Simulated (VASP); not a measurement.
# AlRu (Pm-3m) in VASP: a series of runs, part 2 of 2

VASP 6.6.1.

### 3 Relaxation of cell and atoms, PBEsol, target pressure 50 GPa, at which the enthalpy is minimised

This run uses another cell than the first one, of 11.17 Å³/atom.

INCAR reads:

```
ALGO     = Normal         # electronic algorithm
EDIFF    = 1E-6           # SCF threshold, eV
EDIFFG   = -0.008         # ionic threshold
ENCUT    = 600            # plane-wave cutoff, eV
GGA      = PS             # functional
IBRION   = 2              # ionic algorithm
ISIF     = 3              # what is computed and relaxed
ISMEAR   = 0              # smearing method
LASPH    = True           # aspherical terms in the spheres
LCHARG   = False          # write CHGCAR
LREAL    = False          # projectors in reciprocal space
LWAVE    = False          # write WAVECAR
NELM     = 60             # most SCF steps
NSW      = 70             # ionic steps
PREC     = Accurate       # precision mode
PSTRESS  = 500.0        
SIGMA    = 0.1            # smearing width, eV
```

KPOINTS reads:

```
k-points
0
Gamma
  14 14 14
```

POSCAR reads:

```
AlRu
1.0
    2.8167052698      0.0000000000      0.0000000000
    0.0000000000      2.8167052698      0.0000000000
    0.0000000000      0.0000000000      2.8167052698
Al Ru
1 1
Direct
    0.0000000000      0.0000000000      0.0000000000
    0.5000000000      0.5000000000      0.5000000000
```

Potentials or basis: VASP PAW PBE potentials, release 64 (Al, Ru_pv).

Launch:

```bash
> cat potpaw_PBE.64/Al/POTCAR potpaw_PBE.64/Ru_pv/POTCAR > POTCAR
> mpirun -np 1 vasp_std > vasp.out
```

OUTCAR:

```text
EDIFF = 1E-6
   EDIFFG = -0.008
   ENCUT = 600
   GGA = PS
   IBRION = 2
   ISIF = 3
   ISMEAR = 0
   LASPH = True
   LREAL = False
   NELM = 60
   NSW = 70
   PREC = Accurate
   PSTRESS = 500.0

 ion  position               nearest neighbor table
   1  0.000  0.000  0.000-   2 2.44   2 2.44   2 2.44   2 2.44   2 2.44   2 2.44   2 2.44   2 2.44

   2  0.500  0.500  0.500-   1 2.44   1 2.44   1 2.44   1 2.44   1 2.44   1 2.44   1 2.44   1 2.44

  LATTYP: Found a simple cubic cell.
 ALAT       =     2.8167052698

  Lattice vectors:

 A1 = (   2.8167052698,   0.0000000000,   0.0000000000)
 A2 = (   0.0000000000,   2.8167052698,   0.0000000000)
 A3 = (   0.0000000000,   0.0000000000,   2.8167052698)

Analysis of symmetry for initial positions (statically):
=====================================================================
 Subroutine PRICEL returns:
 Original cell was already a primitive cell.

 Routine SETGRP: Setting up the symmetry group for a
 simple cubic supercell.

 Subroutine GETGRP returns: Found 48 space group operations
 (whereof 48 operations were pure point group operations)
 out of a pool of 48 trial point group operations.

The static configuration has the point symmetry O_h .

Analysis of symmetry for dynamics (positions and initial velocities):
=====================================================================
 Subroutine PRICEL returns:
 Original cell was already a primitive cell.

 Routine SETGRP: Setting up the symmetry group for a
 simple cubic supercell.

 Subroutine GETGRP returns: Found 48 space group operations
 (whereof 48 operations were pure point group operations)
 out of a pool of 48 trial point group operations.

The dynamic configuration has the point symmetry O_h .

 Subroutine INISYM returns: Found 48 space group operations
 (whereof 48 operations are pure point group operations),
 and found     1 'primitive' translations

----------------------------------------------------------------------------------------

                                     Primitive cell

  volume of cell :      22.3473

  direct lattice vectors                    reciprocal lattice vectors
     2.816705270  0.000000000  0.000000000     0.355024720  0.000000000  0.000000000
     0.000000000  2.816705270  0.000000000     0.000000000  0.355024720  0.000000000
     0.000000000  0.000000000  2.816705270     0.000000000  0.000000000  0.355024720

  length of vectors
     2.816705270  2.816705270  2.816705270     0.355024720  0.355024720  0.355024720

  position of ions in fractional coordinates (direct lattice)
     0.000000000  0.000000000  0.000000000
     0.500000000  0.500000000  0.500000000

  ion indices of the primitive-cell ions
   primitive index   ion index
                 1           1
                 2           2

----------------------------------------------------------------------------------------

 KPOINTS: k-points

Automatic generation of k-mesh.
 Grid dimensions read from file:
 generate k-points for:   14   14   14

 Generating k-lattice:

  Cartesian coordinates                     Fractional coordinates (reciprocal lattice)
     0.025358909  0.000000000  0.000000000     0.071428571  0.000000000  0.000000000
     0.000000000  0.025358909  0.000000000     0.000000000  0.071428571  0.000000000
[... 51 lines left out ...]
   ICHARG =      2    charge: 1-file 2-atom 10-const
   ISPIN  =      1    spin polarized calculation?
   LNONCOLLINEAR =      F non collinear calculations
   LSORBIT =      F    spin-orbit coupling
   LASPH  =      T    aspherical Exc in radial PAW
   ENCUT  =  600.0 eV  44.10 Ry    6.64 a.u.   5.63  5.63  5.63*2*pi/ulx,y,z
   NELM   =     60;   NELMIN=  2; NELMDL= -5     # of ELM steps
   EDIFF  = 0.1E-05   stopping-criterion for ELM
   LREAL  =      F    real-space projection
   EDIFFG = -.8E-02   stopping-criterion for IOM
   NSW    =     70    number of steps for IOM
   IBRION =      2    ionic relax: 0-MD 1-quasi-New 2-CG
   NFREE  =      1    steps in history (QN), initial steepest desc. (CG)
   ISIF   =      3    stress and relaxation
   ISYM   =      2    0-nonsym 1-usesym 2-fastsym
   POTIM  = 0.5000    time-step for ionic-motion
   TEBEG  =    0.0;   TEEND  =   0.0 temperature during run
   PSTRESS=  500.0 pullay stress
   NELECT =      17.0000    total number of electrons
   NUPDOWN=      -1.0000    fix difference up-down
   EMIN   =  10.00;   EMAX   =-10.00  energy-range for DOS
   EFERMI =   0.00;   METHOD = LEGACY
   ISMEAR =     0;   SIGMA  =   0.10  broadening in eV -4-tet -1-fermi 0-gaus
   EFERMI_NEDOS =   21; number of points for ismear=-14 and -15
   IALGO  =     38    algorithm
   IMIX   =      4    mixing-type and parameters
     AMIX     =   0.40;   BMIX     =  1.00
     AMIX_MAG =   1.60;   BMIX_MAG =  1.00
  volume/ion in A,a.u.               =      11.17        75.40
  Fermi-wavevector in a.u.,A,eV,Ry     =   1.494456  2.824112 30.387225  2.233398
  Thomas-Fermi vector in A             =   2.606726
   LORBIT       =      0    0 simple, 1 ext, 2 COOP (PROOUT), +10 PAW based schemes
   GGA     = PS    functional components
   LHFCALC =     F    Hartree Fock is set to
   AEXX    =    0.0000 exact exchange contribution
   IVDW    =     0    specifies the selected vdW correction
   LEPSILON=     F    determine dielectric tensor
   LRPA    =     F    only Hartree local field effects (RPA)
 conjugate gradient relaxation of ions
 non-spin polarized calculation
 Gauss-broadening in eV      SIGMA  =   0.10
  energy-cutoff  :      600.00
  volume of cell :       22.35
 maximum number of plane-waves:       768
 NGX is ok and might be reduce to    24
   NGX = 11   NGY = 11   NGZ = 11

--------------------------------------- Ionic step        1  -------------------------------------------

 number of electron      16.9999996 magnetization

 Free energy of the ion-electron system (eV)
  ---------------------------------------------------
  ext. energy  EPLUGINS =         0.00000000
  ---------------------------------------------------
  free energy    TOTEN  =       -14.94979537 eV

  energy without entropy =      -14.94252631  energy(sigma->0) =      -14.94616084

------------------------ aborting loop because EDIFF is reached ----------------------------------------

  FORCE on cell =-STRESS in cart. coord.  units (eV):
  Direction    XX          YY          ZZ          XY          YZ          ZX
  --------------------------------------------------------------------------------------
  -------------------------------------------------------------------------------------
  Total        7.2937670      7.2937670      7.2937670     -0.0000000     -0.0000000      0.0000000
  in kB      522.9236106    522.9236106    522.9236106     -0.0000000     -0.0000000      0.0000000
  external PRESSURE =      22.9236106 kB  Pullay stress =     500.0000000 kB
[... 63 lines left out ...]
--------------------------------------- Ionic step        3  -------------------------------------------

 number of electron      16.9999996 magnetization

 Free energy of the ion-electron system (eV)
  ---------------------------------------------------
  ext. energy  EPLUGINS =         0.00000000
  ---------------------------------------------------
  free energy    TOTEN  =       -14.98850376 eV

  energy without entropy =      -14.98116932  energy(sigma->0) =      -14.98483654

 E-fermi :  13.2830     XC(G=0): -13.6174

 val. band max:       13.2636775786   @ k =   0.4286   0.3571   0.1429
 cond. band min:      13.2888173198   @ k =   0.1429   0.0714   0.0714
 fundamental gap:      0.0251397411
 Fermi energy:        13.2829555352

 k-point     1 :       0.0000    0.0000    0.0000
  band No.  band energies     occupation
      1     -28.4857      2.00000
      2     -28.4857      2.00000
      3     -28.4857      2.00000
      4       2.5378      2.00000
      5       8.6096      2.00000
      6       8.6096      2.00000
      7      13.5297      0.00048
      8      13.5297      0.00048
      9      13.5297      0.00048
     10      20.2664      0.00000
     11      20.2664      0.00000
     12      20.2664      0.00000
[... 331 lines left out ...]
 k-point    24 :       0.3571    0.2143    0.0000
  band No.  band energies     occupation
      1     -28.7942      2.00000
      2     -28.6095      2.00000
      3     -28.4436      2.00000
      4       5.7447      2.00000
      5       8.5536      2.00000
      6      10.0454      2.00000
      7      11.2667      2.00000
      8      11.7559      2.00000
      9      12.8244      2.00000
     10      16.6300      0.00000
     11      20.8349      0.00000
     12      22.6715      0.00000

 [... further k-points ...]

------------------------ aborting loop because EDIFF is reached ----------------------------------------

  FORCE on cell =-STRESS in cart. coord.  units (eV):
  Direction    XX          YY          ZZ          XY          YZ          ZX
  --------------------------------------------------------------------------------------
  -------------------------------------------------------------------------------------
  Total        7.0097990      7.0097990      7.0097990      0.0000000      0.0000000      0.0000000
  in kB      499.8511048    499.8511048    499.8511048      0.0000000      0.0000000      0.0000000
  external PRESSURE =      -0.1488952 kB  Pullay stress =     500.0000000 kB
[... 21 lines left out ...]
  energy  without entropy=      -14.9811693178  energy(sigma->0) =      -14.98483654

  enthalpy is  TOTEN    =        -7.9766166848 eV   P V=        7.0118870707

 reached required accuracy - stopping structural energy minimisation
```

Wall time 50 s (1 thread of Intel Xeon 8259CL, shared host); peak memory 0.17 GiB.

Results:

```yaml
Free_energy: -14.9885 eV
Relaxed_volume: 11.23 Å³/atom
Relaxed_cell: a = 2.822 Å, b = 2.822 Å, c = 2.822 Å, α = 90.00°, β = 90.00°, γ = 90.00°
Space_group_after_relaxing_to_0.1_Å: Pm-3m (No. 221)
Energy_change_on_relaxing_the_run_minimises_the_enthalpy: -19.4 meV/atom
Ionic_steps: 3
Pressure_after_relaxing: 50.0 GPa
Band_gap_on_the_k_mesh: zero (an odd number of electrons rules out a gap without spin polarisation)
```

Step by step:
| step | energy change (eV) | largest force (eV/Å) | pressure (GPa) | volume (Å³) |
| --- | --- | --- | --- | --- |
| 1 | 0.0000 | 0.0000 | 52.29 | 22.35 |
| 2 | -0.1543 | 0.0000 | 42.80 | 22.87 |
| 3 | -0.0387 | 0.0000 | 49.99 | 22.47 |

Final structure:
```yaml
crystal:
  lattice:
    - [2.82179, 0.00000, 0.00000]
    - [0.00000, 2.82179, 0.00000]
    - [0.00000, 0.00000, 2.82179]
  atoms:
    - { symbol: Al, position: [0.00000, 0.00000, 0.00000] }
    - { symbol: Ru, position: [0.50000, 0.50000, 0.50000] }
```

Caveat: the cell is relaxed towards a set pressure, so the run minimises the enthalpy, not the energy; the PAW data sets were made with another functional, which shifts forces and pressure a little.
